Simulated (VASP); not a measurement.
A run of VASP 6.6.1:

Contents of INCAR:

```
SYSTEM = SnSe2
PREC = Accurate ; ENCUT = 520
EDIFF = 1E-6 ; ISMEAR = 0
SIGMA = 0.05 ; LREAL = .False.
LASPH = .True. ; NELM = 80
ALGO = Normal ; ISIF = 2
LWAVE = .False. ; LCHARG = .False.
GGA = PE ; NBANDS = 20
```

File KPOINTS:

```
regular mesh
0
Gamma
  12 12 6
  0 0 0
```

File POSCAR:

```
SnSe2
1.0
    3.8109987816      0.0000000000      0.0000000000
   -1.9054993908      3.3004217586      0.0000000000
    0.0000000000      0.0000000000      6.1370000000
Sn Se
1 2
Direct
    0.0000000000      0.0000000000      0.0000000000
    0.2546138120      0.6666666667      0.2011161805
    0.6666666667      0.3333333333      0.7500000000
```

Potentials or basis: VASP PAW PBE potentials, release 64 (Sn_d, Se).

The run is started by

```sh
$ cat potpaw_PBE.64/Sn_d/POTCAR potpaw_PBE.64/Se/POTCAR > POTCAR
$ mpirun -np 1 vasp_std > vasp.out
```

Hardware: 1 thread of Intel(R) Xeon(R) Platinum 8488C (Sapphire Rapids) (shared host).

Q: Estimate the wall time of this run.

A: Run time: 4.7 min on 1 thread of Intel(R) Xeon(R) Platinum 8488C (Sapphire Rapids), with other jobs on the host, peak memory 0.69 GiB. Counts: scf iterations 14, k points 436.
